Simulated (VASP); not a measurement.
# As (R-3m) in VASP: notebook

As is run at these levels: PBE; tasks: single point.

Everything below comes from runs of VASP 6.6.1. Logs are shortened: lines on timing, memory, paths and dates and some standing lists are left out, and cuts for length are marked.

## (1) The cell of the first run

It takes space group R-3m (No. 166, trigonal). Conventional cell: a = 3.807 Å, b = 3.807 Å, c = 10.824 Å, α = 90.00°, β = 90.00°, γ = 120.00°. As (site symmetry 3m) has 6 As at 2.55 to 3.19 Å within 3.4 Å.

## (2) Single point, PBE

INCAR reads:

```
SYSTEM = As
PREC = Accurate
ENCUT = 520
EDIFF = 1E-6
ISMEAR = 1
SIGMA = 0.03
LREAL = .FALSE.
LASPH = .TRUE.
NELM = 60
ALGO = Normal
ISIF = 2
LWAVE = .FALSE.
LCHARG = .FALSE.
GGA = PE
NBANDS = 12
```

KPOINTS reads:

```
regular mesh
0
G
  10 10 10
  0 0 0
```

POSCAR reads:

```
As
1.0
    1.9036109523      1.0990502958      3.6081612956
   -1.9036109523      1.0990502958      3.6081612956
    0.0000000000     -2.1981005915      3.6081612956
As
2
Direct
    0.7737100447      0.7737100447      0.7737100447
    0.2262899553      0.2262899553      0.2262899553
```

Potentials or basis: VASP PAW PBE potentials, release 64 (As).

Started as:

```sh
$ cat potpaw_PBE.64/As/POTCAR > POTCAR
$ mpirun -np 1 vasp_std > vasp.out
```

OUTCAR:

```text
SYSTEM = As
   PREC = Accurate
   ENCUT = 520
   EDIFF = 1E-6
   ISMEAR = 1
   LREAL = .FALSE.
   LASPH = .TRUE.
   NELM = 60
   ISIF = 2
   GGA = PE

 ion  position               nearest neighbor table
   1  0.774  0.774  0.774-   2 2.55   2 2.55   2 2.55
   2  0.226  0.226  0.226-   1 2.55   1 2.55   1 2.55

  LATTYP: Found a trigonal (rhomboedric) cell.
 ALAT       =     4.2249821474
 COS(alpha) =     0.5939900948

  Lattice vectors:

 A1 = (   1.9036109523,   1.0990502958,   3.6081612956)
 A2 = (  -1.9036109523,   1.0990502958,   3.6081612956)
 A3 = (   0.0000000000,  -2.1981005915,   3.6081612956)

Analysis of symmetry for initial positions (statically):
=====================================================================
 Subroutine PRICEL returns:
 Original cell was already a primitive cell.

 Routine SETGRP: Setting up the symmetry group for a
 trigonal (rhombohedral) supercell.

 Subroutine GETGRP returns: Found 12 space group operations
 (whereof 12 operations were pure point group operations)
 out of a pool of 12 trial point group operations.

The static configuration has the point symmetry D_3d.

Analysis of symmetry for dynamics (positions and initial velocities):
=====================================================================
 Subroutine PRICEL returns:
 Original cell was already a primitive cell.

 Routine SETGRP: Setting up the symmetry group for a
 trigonal (rhombohedral) supercell.

 Subroutine GETGRP returns: Found 12 space group operations
 (whereof 12 operations were pure point group operations)
 out of a pool of 12 trial point group operations.

The dynamic configuration has the point symmetry D_3d.

 Subroutine INISYM returns: Found 12 space group operations
 (whereof 12 operations are pure point group operations),
 and found     1 'primitive' translations

----------------------------------------------------------------------------------------

                                     Primitive cell

  volume of cell :      45.2932

  direct lattice vectors                    reciprocal lattice vectors
     1.903610952  1.099050296  3.608161296     0.262658712  0.151646078  0.092383158
    -1.903610952  1.099050296  3.608161296    -0.262658712  0.151646078  0.092383158
     0.000000000 -2.198100591  3.608161296     0.000000000 -0.303292156  0.092383158

  length of vectors
     4.224982147  4.224982147  4.224982147     0.317050121  0.317050121  0.317050121

  position of ions in fractional coordinates (direct lattice)
     0.773710045  0.773710045  0.773710045
     0.226289955  0.226289955  0.226289955

  ion indices of the primitive-cell ions
   primitive index   ion index
                 1           1
                 2           2

----------------------------------------------------------------------------------------

 KPOINTS: regular mesh

Automatic generation of k-mesh.
 Grid dimensions read from file:
 generate k-points for:   10   10   10

 Generating k-lattice:

  Cartesian coordinates                     Fractional coordinates (reciprocal lattice)
     0.026265871  0.015164608  0.009238316     0.100000000  0.000000000  0.000000000
    -0.026265871  0.015164608  0.009238316     0.000000000  0.100000000  0.000000000
     0.000000000 -0.030329216  0.009238316    -0.000000000 -0.000000000  0.100000000

  Length of vectors
     0.031705012  0.031705012  0.031705012

  Shift w.r.t. Gamma in fractional coordinates (k-lattice)
     0.000000000  0.000000000  0.000000000

 Subroutine IBZKPT returns following result:
 ===========================================

 Found    116 irreducible k-points:

 Following reciprocal coordinates:
            Coordinates               Weight
  0.000000  0.000000  0.000000      1.000000
  0.100000  0.000000  0.000000      6.000000
  0.200000  0.000000  0.000000      6.000000
  0.300000 -0.000000 -0.000000      6.000000
  0.400000  0.000000  0.000000      6.000000
  0.500000  0.000000  0.000000      3.000000
[... 16 lines left out ...]
  0.300000  0.300000 -0.000000      6.000000
  0.400000  0.300000 -0.000000     12.000000
 [... further k-points ...]
   k-points           NKPTS =    116   k-points in BZ     NKDIM =    116   number of bands    NBANDS=     12
   number of dos      NEDOS =    301   number of ions     NIONS =      2
   total plane-waves  NPLWV =  32768
   dimension x,y,z NGX =    32 NGY =   32 NGZ =   32
   dimension x,y,z NGXF=    64 NGYF=   64 NGZF=   64
   ions per type =               2
   NGX,Y,Z   is equivalent  to a cutoff of  12.59, 12.59, 12.59 a.u.
   NGXF,Y,Z  is equivalent  to a cutoff of  25.18, 25.18, 25.18 a.u.
 SYSTEM =  As
   PREC   = accura    normal or accurate (medium, high low for compatibility)
   ISTART =      0    job   : 0-new  1-cont  2-samecut
   ICHARG =      2    charge: 1-file 2-atom 10-const
   ISPIN  =      1    spin polarized calculation?
   LNONCOLLINEAR =      F non collinear calculations
   LSORBIT =      F    spin-orbit coupling
   LASPH  =      T    aspherical Exc in radial PAW
   ENCUT  =  520.0 eV  38.22 Ry    6.18 a.u.   7.86  7.86  7.86*2*pi/ulx,y,z
   NELM   =     60;   NELMIN=  2; NELMDL= -5     # of ELM steps
   EDIFF  = 0.1E-05   stopping-criterion for ELM
   LREAL  =      F    real-space projection
   EDIFFG = 0.1E-04   stopping-criterion for IOM
   NSW    =      0    number of steps for IOM
   IBRION =     -1    ionic relax: 0-MD 1-quasi-New 2-CG
   NFREE  =      0    steps in history (QN), initial steepest desc. (CG)
   ISIF   =      2    stress and relaxation
   ISYM   =      2    0-nonsym 1-usesym 2-fastsym
   POTIM  = 0.5000    time-step for ionic-motion
   TEBEG  =    0.0;   TEEND  =   0.0 temperature during run
   PSTRESS=    0.0 pullay stress
   NELECT =      10.0000    total number of electrons
   NUPDOWN=      -1.0000    fix difference up-down
   EMIN   =  10.00;   EMAX   =-10.00  energy-range for DOS
   EFERMI =   0.00;   METHOD = LEGACY
   ISMEAR =     1;   SIGMA  =   0.03  broadening in eV -4-tet -1-fermi 0-gaus
   EFERMI_NEDOS =   21; number of points for ismear=-14 and -15
   IALGO  =     38    algorithm
   IMIX   =      4    mixing-type and parameters
     AMIX     =   0.40;   BMIX     =  1.00
     AMIX_MAG =   1.60;   BMIX_MAG =  1.00
  volume/ion in A,a.u.               =      22.65       152.83
  Fermi-wavevector in a.u.,A,eV,Ry     =   0.989458  1.869804 13.320461  0.979026
  Thomas-Fermi vector in A             =   2.121058
   LORBIT       =      0    0 simple, 1 ext, 2 COOP (PROOUT), +10 PAW based schemes
   GGA     = PE    functional components
   LHFCALC =     F    Hartree Fock is set to
   AEXX    =    0.0000 exact exchange contribution
   IVDW    =     0    specifies the selected vdW correction
   LEPSILON=     F    determine dielectric tensor
   LRPA    =     F    only Hartree local field effects (RPA)
 non-spin polarized calculation
 Methfessel and Paxton  Order N= 1 SIGMA  =   0.03
  energy-cutoff  :      520.00
  volume of cell :       45.29
 maximum number of plane-waves:      1235
   NGX = 15   NGY = 15   NGZ = 15

 number of electron      10.0000000 magnetization

 number of electron       9.9999999 magnetization

 Free energy of the ion-electron system (eV)
  ---------------------------------------------------
  ext. energy  EPLUGINS =         0.00000000
  ---------------------------------------------------
  free energy    TOTEN  =        -9.34602924 eV

  energy without entropy =       -9.34597869  energy(sigma->0) =       -9.34601239

 E-fermi :   5.0149     XC(G=0):  -9.7434

 val. band max:        4.9545850023   @ k =   0.4000   0.1000   0.1000
 cond. band min:       5.0193078799   @ k =   0.4000   0.3000   0.3000
 fundamental gap:      0.0647228776
 Fermi energy:         5.0149291074

 k-point     1 :       0.0000    0.0000    0.0000
  band No.  band energies     occupation
      1      -9.7107      2.00000
      2      -1.1668      2.00000
      3       2.4844      2.00000
      4       3.0507      2.00000
      5       3.0507      2.00000
      6       6.5364      0.00000
      7       7.7363      0.00000
      8       7.7363      0.00000
      9      11.8813      0.00000
     10      11.8813      0.00000
     11      12.2473      0.00000
     12      13.6575      0.00000

 k-point     2 :       0.1000    0.0000    0.0000
  band No.  band energies     occupation
      1      -9.5827      2.00000
      2      -1.5523      2.00000
      3       2.5312      2.00000
      4       2.9305      2.00000
      5       2.9491      2.00000
      6       6.7756      0.00000
      7       7.4728      0.00000
      8       7.6505      0.00000
      9      11.0699      0.00000
     10      11.6679      0.00000
     11      11.7693      0.00000
     12      14.3515      0.00000

 k-point     3 :       0.2000    0.0000    0.0000
  band No.  band energies     occupation
      1      -9.2019      2.00000
      2      -2.5442      2.00000
      3       2.3099      2.00000
      4       2.7122      2.00000
      5       3.1844      2.00000
      6       6.4235      0.00000
      7       7.1824      0.00000
      8       7.3237      0.00000
      9      10.7730      0.00000
     10      11.3773      0.00000
     11      12.1955      0.00000
     12      15.9366      0.00000
[... 286 lines left out ...]
 k-point    23 :       0.3000    0.3000   -0.0000
  band No.  band energies     occupation
      1      -8.4038      2.00000
      2      -3.4683      2.00000
      3       0.4411      2.00000
      4       1.6028      2.00000
      5       2.2786      2.00000
      6       6.9008      0.00000
      7       8.2004      0.00000
      8       9.2547      0.00000
      9      10.8830      0.00000
     10      14.0374      0.00000
     11      14.0522      0.00000
     12      15.7202      0.00000

 k-point    24 :       0.4000    0.3000   -0.0000
  band No.  band energies     occupation
      1      -7.9067      2.00000
      2      -4.0645      2.00000
      3       0.0078      2.00000
      4       1.2126      2.00000
      5       1.9082      2.00000
      6       7.2243      0.00000
      7       9.0352      0.00000
      8       9.2316      0.00000
      9      10.5363      0.00000
     10      15.1980      0.00000
     11      15.3756      0.00000
     12      16.1514      0.00000

 [... further k-points ...]
[... 5 lines left out ...]
  --------------------------------------------------------------------------------------
  -------------------------------------------------------------------------------------
  Total        0.0916535      0.0916535      0.0304065      0.0000000      0.0000000      0.0000000
  in kB        3.2421007      3.2421007      1.0755843      0.0000000      0.0000000      0.0000000
  external PRESSURE =       2.5199286 kB  Pullay stress =       0.0000000 kB

 VOLUME and BASIS-vectors are now :
 -----------------------------------------------------------------------------
  energy-cutoff  :      520.00
  volume of cell :       45.29
      direct lattice vectors                 reciprocal lattice vectors
     1.903610952  1.099050296  3.608161296     0.262658712  0.151646078  0.092383158
    -1.903610952  1.099050296  3.608161296    -0.262658712  0.151646078  0.092383158
     0.000000000 -2.198100591  3.608161296     0.000000000 -0.303292156  0.092383158

 POSITION                                       TOTAL-FORCE (eV/Angst)
 -----------------------------------------------------------------------------------
      0.00000      0.00000      8.37501         0.000000     -0.000000     -0.049418
      0.00000      0.00000      2.44947         0.000000      0.000000      0.049418
 -----------------------------------------------------------------------------------
    total drift:                                0.000000     -0.000000      0.000000

  FREE ENERGIE OF THE ION-ELECTRON SYSTEM (eV)
  ---------------------------------------------------
  free  energy   TOTEN  =        -9.3460292401 eV

  energy  without entropy=       -9.3459786900  energy(sigma->0) =       -9.34601239
```

Wall time 20 s (1 thread of Intel Xeon Platinum 8488C (Sapphire Rapids), shared host); peak memory 0.2 GiB.

What came out:

| Property | Result |
| --- | --- |
| Free energy | -9.3460 eV |
| Pressure | 0.3 GPa |
| Largest force | 0.049 eV/Å |
| Band gap on the k mesh | zero (band 5 reaches 5.04 eV, above the bottom of band 6 at 4.64 eV) |

Forces on the atoms (eV/Å):
```
As   0.000  0.000 -0.049
As   0.000  0.000  0.049
```

(Part 1 of 2 ends here.)
